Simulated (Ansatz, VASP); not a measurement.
One calculation of Zn3O, two programs

```
CELL_PARAMETERS angstrom
4.93744 0.00000 0.00000
-2.46872 4.27595 0.00000
0.00000 0.00000 3.40949
ATOMIC_POSITIONS crystal
Zn 0.61529 0.00000 0.50000
Zn 0.00000 0.61529 0.50000
Zn 0.38471 0.38471 0.50000
O 0.00000 0.00000 0.50000
```

Alike in both runs: functional PBE; k mesh 6 × 6 × 4; occupations gaussian, width 0.2 eV; no spin polarisation.

Ansatz relaxed the structure, and its values are those at the end. VASP's run is a single point on that final structure, the one shown.

|  | VASP | Ansatz |
| --- | --- | --- |
| version | VASP 6.6.1 | Ansatz 0.2.0 |
| potentials or method | VASP PAW PBE potentials, release 64 (Zn, O), cutoff 520 eV | scalar-relativistic, plane waves, PAW |
| valence electrons in the cell | 42 | 42 |

Ansatz gave:

- gap on the k mesh at the Fermi level (eV): none
- pressure (GPa): 0.3
- rms of the force components (eV/Å): 0.008

Problem. Which values does VASP return?

Solution. gap on the k mesh at the Fermi level (eV): none; pressure (GPa): 0.8; rms of the force components (eV/Å): 0.054.

A gap of «none» marks a metal or a gap that the smearing closes.

The k mesh is coarse, so the values compare programs but aren't converged.
